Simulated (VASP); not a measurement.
# KCl (Amm2) in VASP: electric field gradients with PBE

Aim: the electric field gradients of KCl with PBE.

All numbers are computed with VASP 6.6.1; they aren't measurements. Logs are shortened: lines on timing, memory, paths and dates and some standing lists are left out, and cuts for length are marked.

### Step 1. The cell of the first run

The structure is orthorhombic, space group Amm2 (No. 38). Conventional cell: a = 3.634 Å, b = 5.139 Å, c = 5.139 Å, α = 90.00°, β = 90.00°, γ = 90.00°. K (site symmetry mm2) has 8 Cl at 2.99 to 3.31 Å and 6 K at 3.63 Å within 3.9 Å. Cl (site symmetry mm2) has 8 K at 2.99 to 3.31 Å and 6 Cl at 3.63 Å within 3.9 Å.

### Step 2. Electric field gradients, PBE (atom 2 (Cl) moved by [0.141421, 0.141421, 0.0] A)

Input file INCAR:

```
PREC = Accurate
ENCUT = 520
EDIFF = 1E-8
ISMEAR = -1
SIGMA = 0.01
LREAL = F
LASPH = T
NELM = 100
ALGO = Normal
ISIF = 2
LWAVE = F
LCHARG = F
GGA = PE
LEFG = T
NBANDS = 15
```

Input file KPOINTS:

```
Automatic mesh
0
Gamma
  7 7 7
```

Input file POSCAR:

```
KCl
1.0
    3.6340000000      0.0000000000      0.0000000000
    0.0000000000      3.6340000000      0.0000000000
    0.0000000000      0.0000000000      3.6340000000
K Cl
1 1
Direct
    0.0000000000      0.0000000000      0.0000000000
    0.5389160704      0.5389160704      0.5000000000
```

Potentials or basis: VASP PAW PBE potentials, release 64 (K_sv, Cl).

Command:

```bash
$ cat potpaw_PBE.64/K_sv/POTCAR potpaw_PBE.64/Cl/POTCAR > POTCAR
$ mpirun -np 1 vasp_std > vasp.out
```

OUTCAR:

```text
PREC = Accurate
   ENCUT = 520
   EDIFF = 1E-8
   ISMEAR = -1
   LREAL = F
   LASPH = T
   NELM = 100
   ISIF = 2
   GGA = PE

 ion  position               nearest neighbor table
   1  0.000  0.000  0.000-   2 2.99   2 2.99   2 3.15   2 3.15   2 3.15   2 3.15
   2  0.539  0.539  0.500-   1 2.99   1 2.99   1 3.15   1 3.15   1 3.15   1 3.15

  LATTYP: Found a simple cubic cell.
 ALAT       =     3.6340000000

  Lattice vectors:

 A1 = (   3.6340000000,   0.0000000000,   0.0000000000)
 A2 = (   0.0000000000,   3.6340000000,   0.0000000000)
 A3 = (   0.0000000000,   0.0000000000,   3.6340000000)

Analysis of symmetry for initial positions (statically):
=====================================================================
 Subroutine PRICEL returns:
 Original cell was already a primitive cell.

 Routine SETGRP: Setting up the symmetry group for a
 simple cubic supercell.

 Subroutine GETGRP returns: Found  4 space group operations
 (whereof  4 operations were pure point group operations)
 out of a pool of 48 trial point group operations.

The static configuration has the point symmetry C_2v.

Analysis of symmetry for dynamics (positions and initial velocities):
=====================================================================
 Subroutine PRICEL returns:
 Original cell was already a primitive cell.

 Routine SETGRP: Setting up the symmetry group for a
 simple cubic supercell.

 Subroutine GETGRP returns: Found  4 space group operations
 (whereof  4 operations were pure point group operations)
 out of a pool of 48 trial point group operations.

The dynamic configuration has the point symmetry C_2v.

 Subroutine INISYM returns: Found  4 space group operations
 (whereof  4 operations are pure point group operations),
 and found     1 'primitive' translations

----------------------------------------------------------------------------------------

                                     Primitive cell

  volume of cell :      47.9904

  direct lattice vectors                    reciprocal lattice vectors
     3.634000000  0.000000000  0.000000000     0.275178866  0.000000000  0.000000000
     0.000000000  3.634000000  0.000000000     0.000000000  0.275178866  0.000000000
     0.000000000  0.000000000  3.634000000     0.000000000  0.000000000  0.275178866

  length of vectors
     3.634000000  3.634000000  3.634000000     0.275178866  0.275178866  0.275178866

  position of ions in fractional coordinates (direct lattice)
     0.000000000  0.000000000  0.000000000
     0.538916070  0.538916070  0.500000000

  ion indices of the primitive-cell ions
   primitive index   ion index
                 1           1
                 2           2

----------------------------------------------------------------------------------------

 KPOINTS: Automatic mesh

Automatic generation of k-mesh.
 Grid dimensions read from file:
 generate k-points for:    7    7    7

 Generating k-lattice:

  Cartesian coordinates                     Fractional coordinates (reciprocal lattice)
     0.039311267  0.000000000  0.000000000     0.142857143  0.000000000  0.000000000
     0.000000000  0.039311267  0.000000000     0.000000000  0.142857143  0.000000000
     0.000000000  0.000000000  0.039311267     0.000000000  0.000000000  0.142857143

  Length of vectors
     0.039311267  0.039311267  0.039311267

  Shift w.r.t. Gamma in fractional coordinates (k-lattice)
     0.000000000  0.000000000  0.000000000

 Subroutine IBZKPT returns following result:
 ===========================================

 Found     64 irreducible k-points:

 Following reciprocal coordinates:
            Coordinates               Weight
  0.000000  0.000000  0.000000      1.000000
  0.142857  0.000000  0.000000      4.000000
  0.000000  0.000000  0.142857      2.000000
  0.285714  0.000000  0.000000      4.000000
  0.000000  0.000000  0.285714      2.000000
  0.428571  0.000000  0.000000      4.000000
[... 16 lines left out ...]
  0.000000  0.428571  0.285714      8.000000
  0.285714  0.000000  0.428571      8.000000
 [... further k-points ...]
   k-points           NKPTS =     64   k-points in BZ     NKDIM =     64   number of bands    NBANDS=     15
   number of dos      NEDOS =    301   number of ions     NIONS =      2
   total plane-waves  NPLWV =  21952
   dimension x,y,z NGX =    28 NGY =   28 NGZ =   28
   dimension x,y,z NGXF=    56 NGYF=   56 NGZF=   56
   ions per type =               1   1
   NGX,Y,Z   is equivalent  to a cutoff of  12.81, 12.81, 12.81 a.u.
   NGXF,Y,Z  is equivalent  to a cutoff of  25.62, 25.62, 25.62 a.u.
 SYSTEM =  unknown system
   PREC   = accura    normal or accurate (medium, high low for compatibility)
   ISTART =      0    job   : 0-new  1-cont  2-samecut
   ICHARG =      2    charge: 1-file 2-atom 10-const
   ISPIN  =      1    spin polarized calculation?
   LNONCOLLINEAR =      F non collinear calculations
   LSORBIT =      F    spin-orbit coupling
   LASPH  =      T    aspherical Exc in radial PAW
   ENCUT  =  520.0 eV  38.22 Ry    6.18 a.u.   6.76  6.76  6.76*2*pi/ulx,y,z
   NELM   =    100;   NELMIN=  2; NELMDL= -5     # of ELM steps
   EDIFF  = 0.1E-07   stopping-criterion for ELM
   LREAL  =      F    real-space projection
   EDIFFG = 0.1E-06   stopping-criterion for IOM
   NSW    =      0    number of steps for IOM
   IBRION =     -1    ionic relax: 0-MD 1-quasi-New 2-CG
   NFREE  =      0    steps in history (QN), initial steepest desc. (CG)
   ISIF   =      2    stress and relaxation
   ISYM   =      2    0-nonsym 1-usesym 2-fastsym
   POTIM  = 0.5000    time-step for ionic-motion
   TEBEG  =    0.0;   TEEND  =   0.0 temperature during run
   PSTRESS=    0.0 pullay stress
   NELECT =      16.0000    total number of electrons
   NUPDOWN=      -1.0000    fix difference up-down
   EMIN   =  10.00;   EMAX   =-10.00  energy-range for DOS
   EFERMI =   0.00;   METHOD = LEGACY
   ISMEAR =    -1;   SIGMA  =   0.01  broadening in eV -4-tet -1-fermi 0-gaus
   EFERMI_NEDOS =   21; number of points for ismear=-14 and -15
   IALGO  =     38    algorithm
   IMIX   =      4    mixing-type and parameters
     AMIX     =   0.40;   BMIX     =  1.00
     AMIX_MAG =   1.60;   BMIX_MAG =  1.00
  volume/ion in A,a.u.               =      24.00       161.93
  Fermi-wavevector in a.u.,A,eV,Ry     =   1.135176  2.145172 17.532804  1.288625
  Thomas-Fermi vector in A             =   2.271881
   LORBIT       =      0    0 simple, 1 ext, 2 COOP (PROOUT), +10 PAW based schemes
   GGA     = PE    functional components
   LHFCALC =     F    Hartree Fock is set to
   AEXX    =    0.0000 exact exchange contribution
   IVDW    =     0    specifies the selected vdW correction
   LEPSILON=     F    determine dielectric tensor
   LRPA    =     F    only Hartree local field effects (RPA)
 non-spin polarized calculation
  energy-cutoff  :      520.00
  volume of cell :       47.99
 maximum number of plane-waves:      1309
   NGX = 13   NGY = 13   NGZ = 13

 number of electron      16.0000001 magnetization

 Free energy of the ion-electron system (eV)
  ---------------------------------------------------
  ext. energy  EPLUGINS =         0.00000000
  ---------------------------------------------------
  free energy    TOTEN  =        -6.51553309 eV

  energy without entropy =       -6.51553309  energy(sigma->0) =       -6.51553309

 E-fermi :   0.3609     XC(G=0):  -8.7998

 val. band max:        0.0161711391   @ k =   0.0000   0.4286   0.4286
 cond. band min:       5.6367855671   @ k =   0.0000   0.0000   0.0000
 fundamental gap:      5.6206144280
 Fermi energy:         0.3608558798

 k-point     1 :       0.0000    0.0000    0.0000
  band No.  band energies     occupation
      1     -27.7318      2.00000
      2     -12.8723      2.00000
      3     -11.0808      2.00000
      4     -11.0778      2.00000
      5     -11.0663      2.00000
      6      -0.1991      2.00000
      7      -0.1765      2.00000
      8      -0.1747      2.00000
      9       5.6368      0.00000
     10       6.4555      0.00000
     11       6.5301      0.00000
     12      11.1118      0.00000
     13      11.1775      0.00000
     14      11.1935      0.00000
     15      14.0647      0.00000

 k-point     2 :       0.1429    0.0000    0.0000
  band No.  band energies     occupation
      1     -27.7245      2.00000
      2     -12.9139      2.00000
      3     -11.0831      2.00000
      4     -11.0701      2.00000
      5     -11.0221      2.00000
      6      -0.6575      2.00000
      7      -0.1910      2.00000
      8      -0.1888      2.00000
      9       6.1509      0.00000
     10       6.6517      0.00000
     11       7.0538      0.00000
     12      11.0529      0.00000
     13      11.1129      0.00000
     14      11.2728      0.00000
     15      13.3517      0.00000

 k-point     3 :       0.0000    0.0000    0.1429
  band No.  band energies     occupation
      1     -27.7244      2.00000
      2     -12.9163      2.00000
      3     -11.0935      2.00000
      4     -11.0675      2.00000
      5     -11.0114      2.00000
      6      -0.6512      2.00000
      7      -0.2033      2.00000
      8      -0.1824      2.00000
      9       6.1535      0.00000
     10       6.6994      0.00000
     11       6.9888      0.00000
     12      11.0353      0.00000
     13      11.0962      0.00000
     14      11.3222      0.00000
     15      13.1983      0.00000
[... 343 lines left out ...]
 k-point    23 :       0.0000    0.4286    0.2857
  band No.  band energies     occupation
      1     -27.6731      2.00000
      2     -12.8036      2.00000
      3     -11.3275      2.00000
      4     -11.0952      2.00000
      5     -11.0030      2.00000
      6      -1.6476      2.00000
      7      -1.0129      2.00000
      8      -0.0704      2.00000
      9       7.1366      0.00000
     10       7.9673      0.00000
     11       9.5985      0.00000
     12      10.0753      0.00000
     13      10.2775      0.00000
     14      11.3545      0.00000
     15      12.9182      0.00000

 k-point    24 :       0.2857    0.0000    0.4286
  band No.  band energies     occupation
      1     -27.6730      2.00000
      2     -12.8104      2.00000
      3     -11.3148      2.00000
      4     -11.1006      2.00000
      5     -11.0029      2.00000
      6      -1.6476      2.00000
      7      -1.0079      2.00000
      8      -0.0744      2.00000
      9       7.1249      0.00000
     10       7.9556      0.00000
     11       9.6420      0.00000
     12      10.0554      0.00000
     13      10.2509      0.00000
     14      11.3267      0.00000
     15      12.9461      0.00000

 [... further k-points ...]

------------------------ aborting loop because EDIFF is reached ----------------------------------------

  FORCE on cell =-STRESS in cart. coord.  units (eV):
  Direction    XX          YY          ZZ          XY          YZ          ZX
  --------------------------------------------------------------------------------------
  -------------------------------------------------------------------------------------
  Total        1.4775337      1.4775337      1.5351873      0.1541332      0.0000000      0.0000000
  in kB       49.3279662     49.3279662     51.2527524      5.1457898      0.0000000      0.0000000
  external PRESSURE =      49.9695616 kB  Pullay stress =       0.0000000 kB

 VOLUME and BASIS-vectors are now :
 -----------------------------------------------------------------------------
  energy-cutoff  :      520.00
  volume of cell :       47.99
      direct lattice vectors                 reciprocal lattice vectors
     3.634000000  0.000000000  0.000000000     0.275178866  0.000000000  0.000000000
     0.000000000  3.634000000  0.000000000     0.000000000  0.275178866  0.000000000
     0.000000000  0.000000000  3.634000000     0.000000000  0.000000000  0.275178866

 POSITION                                       TOTAL-FORCE (eV/Angst)
 -----------------------------------------------------------------------------------
      0.00000      0.00000      0.00000         0.252815      0.252815      0.000000
      1.95842      1.95842      1.81700        -0.252815     -0.252815      0.000000
 -----------------------------------------------------------------------------------
    total drift:                                0.000019      0.000019     -0.000000

  FREE ENERGIE OF THE ION-ELECTRON SYSTEM (eV)
  ---------------------------------------------------
  free  energy   TOTEN  =        -6.5155330931 eV

  energy  without entropy=       -6.5155330931  energy(sigma->0) =       -6.51553309

 Electric field gradients (V/A^2)
---------------------------------------------------------------------
 ion       V_xx      V_yy      V_zz      V_xy      V_xz      V_yz
---------------------------------------------------------------------
   1       0.670     0.670    -1.341    -1.374    -0.000    -0.000
   2       0.049     0.049    -0.099    -1.841    -0.000    -0.000
---------------------------------------------------------------------

 Electric field gradients after diagonalization (V/A^2)
 (convention: |V_zz| > |V_xx| > |V_yy|)
----------------------------------------------------------------------
 ion       V_xx      V_yy      V_zz     asymmetry (V_yy - V_xx)/ V_zz
----------------------------------------------------------------------
   1      -1.341    -0.703     2.044       0.312
   2      -1.792    -0.099     1.890       0.896
----------------------------------------------------------------------

           NMR quadrupolar parameters

 Cq : quadrupolar parameter    Cq=e*Q*V_zz/h
 eta: asymmetry parameters     (V_yy - V_xx)/ V_zz
 Q  : nuclear electric quadrupole moment in mb (millibarn)
----------------------------------------------------------------------
 ion       Cq(MHz)       eta       Q (mb)
----------------------------------------------------------------------
   1       0.005       0.312       1.000
   2       0.005       0.896       1.000
----------------------------------------------------------------------
```

Wall time 45 s (1 thread of Intel Xeon Platinum 8375C at 2.90GHz (Ice Lake), shared host); peak memory 0.18 GiB.

Results:

```yaml
Free_energy: -6.5155 eV
Pressure: 5.0 GPa
Largest_force: 0.358 eV/Å
Band_gap_on_the_k_mesh: 5.62 eV, indirect (least direct gap 5.81 eV)
```

Forces in eV/Å, atoms in the order of the input:
```
K    0.253  0.253  0.000
Cl  -0.253 -0.253  0.000
```

Stress tensor (GPa, compression positive):
```
4.93 0.51 0.00
0.51 4.93 0.00
0.00 0.00 5.13
```

Levels at points of the mesh, in eV from the valence-band top:
| k point | band 5 | band 6 | band 7 | band 8 | band 9 | band 10 | band 11 | band 12 |
| --- | --- | --- | --- | --- | --- | --- | --- | --- |
| (0.00, 0.00, 0.00) | -11.08 | -0.22 | -0.19 | -0.19 | 5.62 | 6.44 | 6.51 | 11.10 |

Electric field gradients, principal values (V/Å²):
```csv
atom,least,middle,greatest (by size)
1 K,-0.703,-1.341,2.044
2 Cl,-0.099,-1.792,1.890
```

Caveat: the cell differs from its parent crystal (atom 2 (Cl) moved by [0.141421, 0.141421, 0.0] A); without QUAD_EFG the Cq values of the log hold for a quadrupole moment of 1 mb, not for the nuclei. A k mesh can miss the band edges.
